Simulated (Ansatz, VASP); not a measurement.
## One calculation of MgS, two programs

```
CELL_PARAMETERS angstrom
4.37979 0.00000 0.00000
-2.18989 3.79301 0.00000
0.00000 0.00000 5.38875
ATOMIC_POSITIONS crystal
Mg 0.33333 0.66667 0.25000
Mg 0.66667 0.33333 0.75000
S 0.66667 0.33333 0.25000
S 0.33333 0.66667 0.75000
```

Alike in both runs: task single point; functional r2SCAN; k mesh 6 × 6 × 4; no spin polarisation.

|  | VASP | Ansatz |
| --- | --- | --- |
| version | VASP 6.6.1 | Ansatz 0.2.0 |
| potentials or method | VASP PAW PBE potentials, release 64 (Mg, S) | plane waves, PAW |
| plane-wave cutoff (eV) | 520 | 500 |
| occupations | gaussian, width 0.01 eV | fixed |
| valence electrons in the cell | 16 | 32 |

```csv
,VASP,Ansatz,Ansatz less VASP
gap on the k mesh at the Fermi level (eV),3.36,3.38,+0.014
pressure (GPa),-3.7,-3.3,+0.32
"traceless stress, the component that is largest in VASP (GPa)",0.20,0.18,-0.019
```

VASP's potentials were made for PBE, not for r2SCAN. VASP's potentials hold 16 valence electrons a cell and Ansatz's 32, so a difference there can come from the potentials and not from the codes.
